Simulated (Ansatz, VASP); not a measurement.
**Be2Ag2BAs in VASP and in Ansatz**

```
Be Ag B As
1.0
     4.40815    0.00000    0.00000
     0.00000    4.40815    0.00000
     0.00000    0.00000    5.14494
Be Ag B As
2 2 1 1
Direct
  0.00000 0.50000 0.50000
  0.50000 0.00000 0.50000
  0.50000 0.50000 0.24578
  0.50000 0.50000 0.75422
  0.00000 0.00000 0.00000
  0.00000 0.00000 0.50000
```

Change from the starting cell: species swapped into the CeCr2Si2C type (P4/mmm, No. 123).

Alike in both runs: functional PBE; k mesh 4 × 4 × 4; occupations gaussian, width 0.1 eV; no spin polarisation.

Ansatz relaxed the structure, and its values are those at the end. VASP's run is a single point on that final structure, the one shown.

|  | VASP | Ansatz |
| --- | --- | --- |
| version | VASP 6.6.1 | Ansatz 0.2.0 |
| potentials or method | VASP PAW PBE potentials, release 64 (Be, Ag, B, As), cutoff 520 eV | scalar-relativistic, plane waves, PAW |
| valence electrons in the cell | 34 | 60 |

|  | VASP | Ansatz | Ansatz less VASP |
| --- | --- | --- | --- |
| gap on the k mesh at the Fermi level (eV) | none | none | - |
| pressure (GPa) | 0.1 | 0.0 | -0.07 |
| rms of the force components (eV/Å) | 0.004 | 0.000 | -0.0036 |

A gap of «none» marks a metal or a gap that the smearing closes. The functional is the same, so the differences come from potentials, cutoffs and numerics. VASP's potentials hold 34 valence electrons a cell and Ansatz's 60, so a difference there can come from the potentials and not from the codes.
